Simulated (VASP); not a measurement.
# AlNi (P4mm) in VASP: single point with PBE

Aim: the single point of AlNi with PBE.

All numbers are computed with VASP 6.6.1; they aren't measurements. Logs are shortened: lines on timing, memory, paths and dates and some standing lists are left out, and cuts for length are marked.

## 1. The cell of the first run

It takes space group P4mm (No. 99, tetragonal). Conventional cell: a = 2.893 Å, b = 2.893 Å, c = 2.893 Å, α = 90.00°, β = 90.00°, γ = 90.00°. Al (site symmetry 4mm) has 8 Ni at 2.38 to 2.64 Å and 6 Al at 2.89 Å within 3.1 Å. Ni (site symmetry 4mm) has 8 Al at 2.38 to 2.64 Å and 6 Ni at 2.89 Å within 3.1 Å.

## 2. Single point, PBE (atom 2 (Ni) moved by (-0.225, +0.000) A along x and z)

INCAR

```
SYSTEM = AlNi
ALGO     = Fast           ! electronic algorithm
EDIFF    = 1E-6           ! SCF threshold, eV
ENCUT    = 520            ! plane-wave cutoff, eV
GGA      = PE             ! functional
ISIF     = 2              ! what is computed and relaxed
ISMEAR   = 0              ! smearing method
LASPH    = .TRUE.         ! aspherical terms in the spheres
LCHARG   = .FALSE.        ! write CHGCAR
LREAL    = .FALSE.        ! projectors in reciprocal space
LWAVE    = .FALSE.        ! write WAVECAR
NBANDS   = 14             ! bands
NELM     = 100            ! most SCF steps
PREC     = Accurate       ! precision mode
SIGMA    = 0.15           ! smearing width, eV
```

KPOINTS

```
k-points
0
G
  20 20 20
  0 0 0
```

POSCAR

```
AlNi
1.0
    2.8930835280      0.0000000000      0.0000000000
    0.0000000000      2.8930835280      0.0000000000
    0.0000000000      0.0000000000      2.8930835280
Al Ni
1 1
Direct
    0.0000000000      0.0000000000      0.0000000000
    0.4222283084      0.5000000000      0.5000000000
```

Potentials or basis: VASP PAW PBE potentials, release 64 (Al, Ni).

On the command line:

```sh
$ cat potpaw_PBE.64/Al/POTCAR potpaw_PBE.64/Ni/POTCAR > POTCAR
$ mpirun -np 1 vasp_std > vasp.out
```

OUTCAR:

```text
SYSTEM = AlNi
   EDIFF = 1E-6
   ENCUT = 520
   GGA = PE
   ISIF = 2
   ISMEAR = 0
   LASPH = .TRUE.
   LREAL = .FALSE.
   NELM = 100
   PREC = Accurate

 ion  position               nearest neighbor table
   1  0.000  0.000  0.000-   2 2.38   2 2.38   2 2.38   2 2.38   2 2.64   2 2.64   2 2.64   2 2.64

   2  0.422  0.500  0.500-   1 2.38   1 2.38   1 2.38   1 2.38   1 2.64   1 2.64   1 2.64   1 2.64

  LATTYP: Found a simple cubic cell.
 ALAT       =     2.8930835280

  Lattice vectors:

 A1 = (   2.8930835280,   0.0000000000,   0.0000000000)
 A2 = (   0.0000000000,   2.8930835280,   0.0000000000)
 A3 = (   0.0000000000,   0.0000000000,   2.8930835280)

Analysis of symmetry for initial positions (statically):
=====================================================================
 Subroutine PRICEL returns:
 Original cell was already a primitive cell.

 Routine SETGRP: Setting up the symmetry group for a
 simple cubic supercell.

 Subroutine GETGRP returns: Found  8 space group operations
 (whereof  8 operations were pure point group operations)
 out of a pool of 48 trial point group operations.

The static configuration has the point symmetry C_4v.

Analysis of symmetry for dynamics (positions and initial velocities):
=====================================================================
 Subroutine PRICEL returns:
 Original cell was already a primitive cell.

 Routine SETGRP: Setting up the symmetry group for a
 simple cubic supercell.

 Subroutine GETGRP returns: Found  8 space group operations
 (whereof  8 operations were pure point group operations)
 out of a pool of 48 trial point group operations.

The dynamic configuration has the point symmetry C_4v.

 Subroutine INISYM returns: Found  8 space group operations
 (whereof  8 operations are pure point group operations),
 and found     1 'primitive' translations

----------------------------------------------------------------------------------------

                                     Primitive cell

  volume of cell :      24.2149

  direct lattice vectors                    reciprocal lattice vectors
     2.893083528  0.000000000  0.000000000     0.345651963  0.000000000  0.000000000
     0.000000000  2.893083528  0.000000000     0.000000000  0.345651963  0.000000000
     0.000000000  0.000000000  2.893083528     0.000000000  0.000000000  0.345651963

  length of vectors
     2.893083528  2.893083528  2.893083528     0.345651963  0.345651963  0.345651963

  position of ions in fractional coordinates (direct lattice)
     0.000000000  0.000000000  0.000000000
     0.422228308  0.500000000  0.500000000

  ion indices of the primitive-cell ions
   primitive index   ion index
                 1           1
                 2           2

----------------------------------------------------------------------------------------

 KPOINTS: k-points

Automatic generation of k-mesh.
 Grid dimensions read from file:
 generate k-points for:   20   20   20

 Generating k-lattice:

  Cartesian coordinates                     Fractional coordinates (reciprocal lattice)
     0.017282598  0.000000000  0.000000000     0.050000000  0.000000000  0.000000000
     0.000000000  0.017282598  0.000000000     0.000000000  0.050000000  0.000000000
     0.000000000  0.000000000  0.017282598     0.000000000  0.000000000  0.050000000

  Length of vectors
     0.017282598  0.017282598  0.017282598

  Shift w.r.t. Gamma in fractional coordinates (k-lattice)
     0.000000000  0.000000000  0.000000000

 Subroutine IBZKPT returns following result:
 ===========================================

 Found    726 irreducible k-points:

 Following reciprocal coordinates:
            Coordinates               Weight
  0.000000  0.000000  0.000000      1.000000
  0.050000  0.000000  0.000000      2.000000
  0.000000  0.050000  0.000000      4.000000
  0.100000  0.000000  0.000000      2.000000
  0.000000  0.100000  0.000000      4.000000
  0.150000  0.000000  0.000000      2.000000
[... 16 lines left out ...]
  0.000000  0.050000  0.050000      4.000000
  0.100000  0.050000  0.000000      8.000000
 [... further k-points ...]
   k-points           NKPTS =    726   k-points in BZ     NKDIM =    726   number of bands    NBANDS=     14
   number of dos      NEDOS =    301   number of ions     NIONS =      2
   total plane-waves  NPLWV =  13824
   dimension x,y,z NGX =    24 NGY =   24 NGZ =   24
   dimension x,y,z NGXF=    48 NGYF=   48 NGZF=   48
   ions per type =               1   1
   NGX,Y,Z   is equivalent  to a cutoff of  13.79, 13.79, 13.79 a.u.
   NGXF,Y,Z  is equivalent  to a cutoff of  27.58, 27.58, 27.58 a.u.
 SYSTEM =  AlNi
   PREC   = accura    normal or accurate (medium, high low for compatibility)
   ISTART =      0    job   : 0-new  1-cont  2-samecut
   ICHARG =      2    charge: 1-file 2-atom 10-const
   ISPIN  =      1    spin polarized calculation?
   LNONCOLLINEAR =      F non collinear calculations
   LSORBIT =      F    spin-orbit coupling
   LASPH  =      T    aspherical Exc in radial PAW
   ENCUT  =  520.0 eV  38.22 Ry    6.18 a.u.   5.38  5.38  5.38*2*pi/ulx,y,z
   NELM   =    100;   NELMIN=  2; NELMDL= -5     # of ELM steps
   EDIFF  = 0.1E-05   stopping-criterion for ELM
   LREAL  =      F    real-space projection
   EDIFFG = 0.1E-04   stopping-criterion for IOM
   NSW    =      0    number of steps for IOM
   IBRION =     -1    ionic relax: 0-MD 1-quasi-New 2-CG
   NFREE  =      0    steps in history (QN), initial steepest desc. (CG)
   ISIF   =      2    stress and relaxation
   ISYM   =      2    0-nonsym 1-usesym 2-fastsym
   POTIM  = 0.5000    time-step for ionic-motion
   TEBEG  =    0.0;   TEEND  =   0.0 temperature during run
   PSTRESS=    0.0 pullay stress
   NELECT =      13.0000    total number of electrons
   NUPDOWN=      -1.0000    fix difference up-down
   EMIN   =  10.00;   EMAX   =-10.00  energy-range for DOS
   EFERMI =   0.00;   METHOD = LEGACY
   ISMEAR =     0;   SIGMA  =   0.15  broadening in eV -4-tet -1-fermi 0-gaus
   EFERMI_NEDOS =   21; number of points for ismear=-14 and -15
   IALGO  =     68    algorithm
   IMIX   =      4    mixing-type and parameters
     AMIX     =   0.40;   BMIX     =  1.00
     AMIX_MAG =   1.60;   BMIX_MAG =  1.00
  volume/ion in A,a.u.               =      12.11        81.71
  Fermi-wavevector in a.u.,A,eV,Ry     =   1.330541  2.514358 24.086934  1.770340
  Thomas-Fermi vector in A             =   2.459620
   LORBIT       =      0    0 simple, 1 ext, 2 COOP (PROOUT), +10 PAW based schemes
   GGA     = PE    functional components
   LHFCALC =     F    Hartree Fock is set to
   AEXX    =    0.0000 exact exchange contribution
   IVDW    =     0    specifies the selected vdW correction
   LEPSILON=     F    determine dielectric tensor
   LRPA    =     F    only Hartree local field effects (RPA)
 non-spin polarized calculation
 RMM-DIIS sequential band-by-band and
 Gauss-broadening in eV      SIGMA  =   0.15
  energy-cutoff  :      520.00
  volume of cell :       24.21
 maximum number of plane-waves:       672
 NGX is ok and might be reduce to    24
   NGX = 11   NGY = 11   NGZ = 11

 number of electron      13.0000008 magnetization

 Free energy of the ion-electron system (eV)
  ---------------------------------------------------
  ext. energy  EPLUGINS =         0.00000000
  ---------------------------------------------------
  free energy    TOTEN  =       -10.39899298 eV

  energy without entropy =      -10.38908256  energy(sigma->0) =      -10.39403777

 E-fermi :   9.8416     XC(G=0): -11.9749

 val. band max:        9.8400176429   @ k =   0.1000   0.3500   0.3500
 cond. band min:       9.8464906305   @ k =   0.4000   0.4000   0.2000
 fundamental gap:      0.0064729876
 Fermi energy:         9.8416097393

 k-point     1 :       0.0000    0.0000    0.0000
  band No.  band energies     occupation
      1      -1.1816      2.00000
      2       6.6128      2.00000
      3       6.6630      2.00000
      4       8.2659      2.00000
      5       8.3135      2.00000
      6       8.3135      2.00000
      7      15.3180      0.00000
      8      15.3180      0.00000
      9      15.3548      0.00000
     10      17.9983      0.00000
     11      18.0110      0.00000
     12      23.0712      0.00000
     13      30.2511      0.00000
     14      30.2820      0.00000

 k-point     2 :       0.0500    0.0000    0.0000
  band No.  band energies     occupation
      1      -1.1362      2.00000
      2       6.6232      2.00000
      3       6.6599      2.00000
      4       8.2680      2.00000
      5       8.2940      2.00000
      6       8.2940      2.00000
      7      14.8084      0.00000
      8      15.3776      0.00000
      9      15.3776      0.00000
     10      18.0026      0.00000
     11      18.5147      0.00000
     12      23.2213      0.00000
     13      29.7708      0.00000
     14      29.7721      0.00000

 k-point     3 :       0.0000    0.0500    0.0000
  band No.  band energies     occupation
      1      -1.1359      2.00000
      2       6.6127      2.00000
      3       6.6711      2.00000
      4       8.2447      2.00000
      5       8.2943      2.00000
      6       8.3164      2.00000
      7      14.7365      0.00000
      8      15.3788      0.00000
      9      15.4739      0.00000
     10      18.0118      0.00000
     11      18.4673      0.00000
     12      23.2342      0.00000
     13      29.7899      0.00000
     14      29.9980      0.00000

 k-point     4 :       0.1000    0.0000    0.0000
  band No.  band energies     occupation
      1      -1.0000      2.00000
      2       6.6449      2.00000
      3       6.6536      2.00000
      4       8.2384      2.00000
      5       8.2384      2.00000
      6       8.2739      2.00000
      7      13.7497      0.00000
      8      15.5537      0.00000
      9      15.5537      0.00000
     10      18.0153      0.00000
     11      19.4200      0.00000
     12      23.6987      0.00000
     13      28.7457      0.00000
     14      28.7457      0.00000

 k-point     5 :       0.0000    0.1000    0.0000
  band No.  band energies     occupation
      1      -0.9991      2.00000
      2       6.6037      2.00000
      3       6.6978      2.00000
      4       8.1861      2.00000
      5       8.2394      2.00000
      6       8.3229      2.00000
      7      13.6953      0.00000
      8      15.5586      0.00000
      9      15.6555      0.00000
     10      18.0226      0.00000
     11      19.3141      0.00000
[... 276 lines left out ...]
 k-point    22 :       0.0500    0.0500    0.0000
  band No.  band energies     occupation
      1      -1.0905      2.00000
      2       6.6231      2.00000
      3       6.6685      2.00000
      4       8.2459      2.00000
      5       8.2741      2.00000
      6       8.2979      2.00000
      7      14.6584      0.00000
      8      15.0596      0.00000
      9      15.4383      0.00000
     10      18.2682      0.00000
     11      18.7331      0.00000
     12      23.3743      0.00000
     13      29.2530      0.00000
     14      29.8038      0.00000

 k-point    23 :       0.0000    0.0500    0.0500
  band No.  band energies     occupation
      1      -1.0903      2.00000
      2       6.6143      2.00000
      3       6.6781      2.00000
      4       8.2229      2.00000
      5       8.2929      2.00000
      6       8.3014      2.00000
      7      14.7316      0.00000
      8      14.8482      0.00000
      9      15.6116      0.00000
     10      18.2228      0.00000
     11      18.7317      0.00000
     12      23.3872      0.00000
     13      29.3790      0.00000
     14      29.7431      0.00000

 k-point    24 :       0.1000    0.0500    0.0000
  band No.  band energies     occupation
      1      -0.9546      2.00000
      2       6.6508      2.00000
      3       6.6578      2.00000
      4       8.2167      2.00000
      5       8.2332      2.00000
      6       8.2615      2.00000
      7      13.7716      0.00000
      8      15.0484      0.00000
      9      15.6138      0.00000
     10      18.3597      0.00000
     11      19.5996      0.00000
     12      23.8205      0.00000
     13      28.1809      0.00000
     14      28.7712      0.00000

 [... further k-points ...]

------------------------ aborting loop because EDIFF is reached ----------------------------------------

  FORCE on cell =-STRESS in cart. coord.  units (eV):
  Direction    XX          YY          ZZ          XY          YZ          ZX
  --------------------------------------------------------------------------------------
  -------------------------------------------------------------------------------------
  Total        0.2050969      0.5798386      0.5798386      0.0000000      0.0000000     -0.0000000
  in kB       13.5702166     38.3649658     38.3649658      0.0000000      0.0000000     -0.0000000
  external PRESSURE =      30.1000494 kB  Pullay stress =       0.0000000 kB

 VOLUME and BASIS-vectors are now :
 -----------------------------------------------------------------------------
  energy-cutoff  :      520.00
  volume of cell :       24.21
      direct lattice vectors                 reciprocal lattice vectors
     2.893083528  0.000000000  0.000000000     0.345651963  0.000000000  0.000000000
     0.000000000  2.893083528  0.000000000     0.000000000  0.345651963  0.000000000
     0.000000000  0.000000000  2.893083528     0.000000000  0.000000000  0.345651963

 POSITION                                       TOTAL-FORCE (eV/Angst)
 -----------------------------------------------------------------------------------
      0.00000      0.00000      0.00000        -1.280633     -0.000000      0.000000
      1.22154      1.44654      1.44654         1.280633      0.000000     -0.000000
 -----------------------------------------------------------------------------------
    total drift:                                0.000623      0.000000      0.000008

  FREE ENERGIE OF THE ION-ELECTRON SYSTEM (eV)
  ---------------------------------------------------
  free  energy   TOTEN  =       -10.3989929780 eV

  energy  without entropy=      -10.3890825566  energy(sigma->0) =      -10.39403777
```

Wall time 3 min (1 thread of Intel Xeon Platinum 8259CL at 2.50GHz (Skylake/Cascade Lake), shared host); peak memory 0.35 GiB.

Results:

| Item | Value |
| --- | --- |
| Free energy | -10.3990 eV |
| Pressure | 3.0 GPa |
| Largest force | 1.281 eV/Å |
| Band gap on the k mesh | zero (an odd number of electrons rules out a gap without spin polarisation) |

Forces on the atoms (eV/Å):
```
Al  -1.281  0.000  0.000
Ni   1.281  0.000  0.000
```

Caveat: the cell differs from its parent crystal (atom 2 (Ni) moved by (-0.225, +0.000) A along x and z); the cell stands under pressure; forces of over 1 eV/Å act on the atoms, so gaps and moduli don't describe the material at rest. Spin polarisation is off, so any magnetic state and its effect on volume and gap are missing.
